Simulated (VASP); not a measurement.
Input of a VASP 6.6.1 run:

Contents of POSCAR:

```
P
1.0
    4.2729048574      0.0000000000      0.0000000000
    0.0000000000      4.2729048574      0.0000000000
    0.0000000000      0.0000000000      4.1591000000
P
1
Direct
    0.0000000000      0.0000000000      0.0000000000
```

INCAR.step1

```
SYSTEM = P
  PREC = Accurate
  ENCUT = 520
  ISMEAR = 0
  SIGMA = 0.15
  LREAL = .FALSE.
  LASPH = .TRUE.
  NELM = 60
  NBANDS = 8
  GGA = PE
  ALGO = Normal
  EDIFF = 1E-4
  LWAVE = .TRUE.
  LCHARG = .FALSE.
```

The input INCAR.step2:

```
SYSTEM = P
  PREC = Accurate
  ENCUT = 520
  EDIFF = 1E-6
  ISMEAR = 0
  SIGMA = 0.15
  LREAL = .FALSE.
  LASPH = .TRUE.
  NELM = 60
  ALGO = Normal
  ISIF = 2
  LWAVE = .FALSE.
  LCHARG = .FALSE.
  METAGGA = R2SCAN
  LMIXTAU = .TRUE.
  NBANDS = 8
  ISTART = 1
```

Contents of KPOINTS:

```
Automatic mesh
0
G
  12 12 12
  0 0 0
```

Potentials or basis: VASP PAW PBE potentials, release 64 (P).

Launch:

```bash
$ cat potpaw_PBE.64/P/POTCAR > POTCAR
$ cp INCAR.step1 INCAR
$ mpirun -np 1 vasp_std > vasp.out
$ cp INCAR.step2 INCAR
$ mpirun -np 1 vasp_std > vasp.out
```

(1) Predict the pressure.

## Answers

(1) -4.4 GPa.

Caveat: the cell differs from its parent crystal (strain +0.000 along x and y, -0.050 along z); the PAW data sets were made with another functional, which shifts forces and pressure a little.
